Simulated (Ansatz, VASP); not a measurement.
# One calculation of Tl, two programs

```xyz
4
Lattice="3.4515 0.0000 0.0000 -1.7257 2.9891 0.0000 0.0000 0.0000 11.1373" Properties=species:S:1:pos:R:3 pbc="T T T"
Tl    3.4515    0.0000   11.1373
Tl    1.7257    2.9891    5.5687
Tl    0.0000    1.9927    2.7843
Tl    1.7257    0.9964    8.3530
```

Alike in both runs: task single point; functional PBE; k mesh 12 × 12 × 3; occupations fermi-dirac, width 0.1 eV; no spin polarisation.

|  | VASP | Ansatz |
| --- | --- | --- |
| version | VASP 6.6.1 | Ansatz 0.2.0 |
| potentials or method | VASP PAW PBE potentials, release 64 (Tl_d), cutoff 520 eV | plane waves (420 eV) with PAW, scalar-relativistic |
| valence electrons in the cell | 52 | 52 |

```tsv
	VASP	Ansatz	Ansatz less VASP
pressure (GPa)	2.8	2.9	+0.08
```

Neither program's run includes spin-orbit coupling.
